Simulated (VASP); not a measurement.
Write the native input for VASP 6.6.1 that does the following.

| Property | Result |
| --- | --- |
| Task | electric field gradients |
| Functional | PBEsol |
| Potentials or basis | VASP PAW PBE potentials, release 64 (Sc_sv, Si) |
| Cutoff | 520 eV |
| k mesh | 13 × 13 × 11 |
| Occupations | fermi-dirac, width 0.05 eV |
| Spin | no spin polarisation |
| Dipole correction | no |
| Further INCAR settings | ALGO = Normal; EDIFF = 1e-08; NBANDS = 16 |

The structure of ScSi2 lies in POSCAR:

```
ScSi2
1.0
    3.5852838948      0.0000000000      0.0000000000
   -1.7926419474      3.1049469327      0.0000000000
    0.0000000000      0.0000000000      3.7909982407
Sc Si
1 2
Direct
    0.0000000000      0.0000000000      0.0000000000
    0.3333333333      0.6666666667      0.5000000000
    0.6666666667      0.3333333333      0.5000000000
```

The input as run:

INCAR

```
SYSTEM = ScSi2
PREC = Accurate
ENCUT = 520
EDIFF = 1E-8
ISMEAR = -1
SIGMA = 0.05
LREAL = .False.
LASPH = .True.
NELM = 80
ALGO = Normal
ISIF = 2
LWAVE = .False.
LCHARG = .False.
GGA = PS
LEFG = .True.
NBANDS = 16
```

KPOINTS

```
regular mesh
0
Gamma
  13 13 11
  0 0 0
```

Potentials or basis: VASP PAW PBE potentials, release 64 (Sc_sv, Si).

Command:

```sh
$ cat potpaw_PBE.64/Sc_sv/POTCAR potpaw_PBE.64/Si/POTCAR > POTCAR
$ mpirun -np 1 vasp_std > vasp.out
```

It gave:

* Pressure: 35.2 GPa
* Band gap on the k mesh: zero (an odd number of electrons rules out a gap without spin polarisation)
* Largest electric field gradient by atom: Sc -2.2; Si +20.5 V/Å²

Caveat: the cell stands under pressure; without QUAD_EFG the Cq values of the log hold for a quadrupole moment of 1 mb, not for the nuclei; the PAW data sets were made with another functional, which shifts forces and pressure a little.

It took 100 s on 1 thread of Intel Xeon 8259CL, with other jobs on the host, peak memory 0.22 GiB.
